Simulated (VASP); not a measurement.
Write the native input for VASP 6.6.1 that does the following.

```
Task                   : single point
Functional             : PBE
Potentials or basis    : VASP PAW PBE potentials, release 64 (Mg, Cd, Se)
Cutoff                 : 520 eV
k mesh                 : 6 × 6 × 1
Occupations            : gaussian, width 0.1 eV
Spin                   : no spin polarisation
Dipole correction      : no
Further INCAR settings : ALGO = Normal; EDIFF = 1e-06; NBANDS = 46
```

The structure of Mg2CdSe3 lies in POSCAR:

```
Mg2CdSe3
1.0
    4.2921304230     -0.0008136992      0.0008533980
   -2.1468257387      3.7152053031     -0.0015522441
    0.0043842588     -0.0063506237     20.9621913312
Mg Cd Se
4 2 6
Direct
    0.6667148726      0.3335899360      0.1675573190
    0.6667646240      0.3325229545      0.6676124528
    0.3339452628      0.6676203891      0.3310577469
    0.3321850753      0.6675545191      0.8310655462
   -0.0010065652      0.0002291914      0.0011047864
    0.0014627804     -0.0017839616      0.5011227800
   -0.0000983109      0.0003651832      0.1287750476
    0.0001769180     -0.0007738171      0.6287973385
    0.6671712472      0.3343585155      0.2915513220
    0.6656146968      0.3341663138      0.7916040411
    0.3346649139      0.6651792848      0.4548320124
    0.3324044850      0.6669714912      0.9549186070
```

The input as run:

INCAR

```
SYSTEM = Mg2CdSe3
ALGO = Normal ; EDIFF = 1E-6
ENCUT = 520 ; GGA = PE
ISIF = 2 ; ISMEAR = 0
LASPH = .True. ; LCHARG = .False.
LREAL = .False. ; LWAVE = .False.
NBANDS = 46 ; NELM = 80
PREC = Accurate ; SIGMA = 0.1
```

KPOINTS

```
k-points
0
Gamma
  6 6 1
  0 0 0
```

Potentials or basis: VASP PAW PBE potentials, release 64 (Mg, Cd, Se).

The run is started by

```sh
$ cat potpaw_PBE.64/Mg/POTCAR potpaw_PBE.64/Cd/POTCAR potpaw_PBE.64/Se/POTCAR > POTCAR
$ mpirun -np 1 vasp_std > vasp.out
```

It gave:

```
Pressure               : 0.1 GPa
Largest force          : 0.050 eV/Å
Band gap on the k mesh : 1.48 eV
```

It took 3.4 min on 1 thread of Intel(R) Xeon(R) 6975P-C (Granite Rapids), on a shared host, peak memory 0.55 GiB.
